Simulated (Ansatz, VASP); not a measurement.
**AlN: VASP beside Ansatz**

```
Al N
1.0
     3.26200    0.00000    0.00000
    -1.63100    2.82497    0.00000
     0.00000    0.00000    4.01700
Al N
2 2
Cartesian
  0.0000 1.8833 3.0128
  1.6310 0.9417 1.0043
  0.0000 1.8833 1.0043
  1.6310 0.9417 3.0128
```

Alike in both runs: task single point; functional PBEsol; k mesh 9 × 9 × 6; occupations gaussian, width 0.05 eV; no spin polarisation.

|  | VASP | Ansatz |
| --- | --- | --- |
| version | VASP 6.6.1 | Ansatz 0.2.0 |
| potentials or method | VASP PAW PBE potentials, release 64 (Al, N), cutoff 520 eV | scalar-relativistic, plane waves, PAW |
| valence electrons in the cell | 16 | 16 |

VASP gave:

| Item | Value |
| --- | --- |
| gap on the k mesh at the Fermi level (eV) | 3.77 |
| least direct gap on the mesh (eV) | 3.77 |
| pressure (GPa) | 12.7 |
| traceless stress, the component that is largest in VASP (GPa) | 2.13 |

Q: Which values does Ansatz return?

A: gap on the k mesh at the Fermi level (eV): 3.75; least direct gap on the mesh (eV): 3.75; pressure (GPa): 12.7; traceless stress, the component that is largest in VASP (GPa): 2.16.

VASP's potentials were made for PBE, not for PBEsol.
